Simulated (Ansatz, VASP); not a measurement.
Cd in VASP and in Ansatz

```xyz
4
Lattice="3.5994 0.0000 0.0000 -1.7997 3.1172 0.0000 0.0000 0.0000 12.2684" Properties=species:S:1:pos:R:3 pbc="T T T"
Cd    0.0000    0.0000    0.0000
Cd    0.0000    2.0781    3.0671
Cd    0.0000    0.0000    6.1342
Cd    1.7997    1.0391    9.2013
```

Alike in both runs: task single point; functional PBE; k mesh 6 × 6 × 2; occupations gaussian, width 0.1 eV; no spin polarisation.

|  | VASP | Ansatz |
| --- | --- | --- |
| version | VASP 6.6.1 | Ansatz 0.2.0 |
| potentials or method | VASP PAW PBE potentials, release 64 (Cd), cutoff 520 eV | scalar-relativistic, plane waves, PAW |
| valence electrons in the cell | 48 | 80 |

|  | VASP | Ansatz | Ansatz less VASP |
| --- | --- | --- | --- |
| gap on the k mesh at the Fermi level (eV) | none | none | - |
| pressure (GPa) | -4.1 | -4.1 | -0.04 |
| traceless stress, the component that is largest in VASP (GPa) | 1.13 | 1.13 | +0.002 |

A gap of «none» marks a metal or a gap that the smearing closes. With one functional, cell and mesh, what is left measures potentials, basis and numerics. VASP's potentials hold 48 valence electrons a cell and Ansatz's 80, so a difference there can come from the potentials and not from the codes.
